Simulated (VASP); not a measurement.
A run of VASP 6.6.1 is set up as follows.

The input INCAR:

```
PREC = Accurate ; ENCUT = 520
EDIFF = 1E-7 ; ISMEAR = 0
SIGMA = 0.1 ; LREAL = F
LASPH = T ; NELM = 100
ALGO = Normal ; ISIF = 2
LWAVE = F ; LCHARG = F
GGA = PE ; NBANDS = 35
```

Contents of KPOINTS:

```
regular mesh
0
Gamma
  6 6 6
```

POSCAR

```
Al2O3
1.0
    2.3790760000      1.3735601700      4.3299000000
   -2.3790760000      1.3735601700      4.3299000000
    0.0000000000     -2.7471203400      4.3299000000
Al O
4 6
Direct
    0.3522900000      0.3522900000      0.3522900000
    0.1477100000      0.1477100000      0.1477100000
    0.6477100000      0.6477100000      0.6477100000
    0.8522900000      0.8522900000      0.8522900000
    0.5562100000      0.9437900000      0.2500000000
    0.2500000000      0.5562100000      0.9437900000
    0.9437900000      0.2500000000      0.5562100000
    0.4437900000      0.0562100000      0.7500000000
    0.7500000000      0.4437900000      0.0562100000
    0.0562100000      0.7500000000      0.4437900000
```

Potentials or basis: VASP PAW PBE potentials, release 64 (Al, O).

The run is started by

```sh
$ cat potpaw_PBE.64/Al/POTCAR potpaw_PBE.64/O/POTCAR > POTCAR
$ mpirun -np 1 vasp_std > vasp.out
```

Problem. What does it give for the band gap on the k mesh?

Solution. 6.24 eV, direct.

Problem. What does it give for the pressure?

Solution. 7.6 GPa.

Problem. Estimate the largest force.

Solution. 0.048 eV/Å.

Forces on the atoms (eV/Å):
```
Al   0.000  0.000 -0.048
Al   0.000  0.000  0.048
Al   0.000  0.000  0.048
Al   0.000  0.000 -0.048
O    0.023  0.000  0.000
O   -0.012  0.020  0.000
O   -0.012 -0.020  0.000
O   -0.023  0.000  0.000
O    0.012 -0.020  0.000
O    0.012  0.020  0.000
```

A k mesh can miss the band edges.
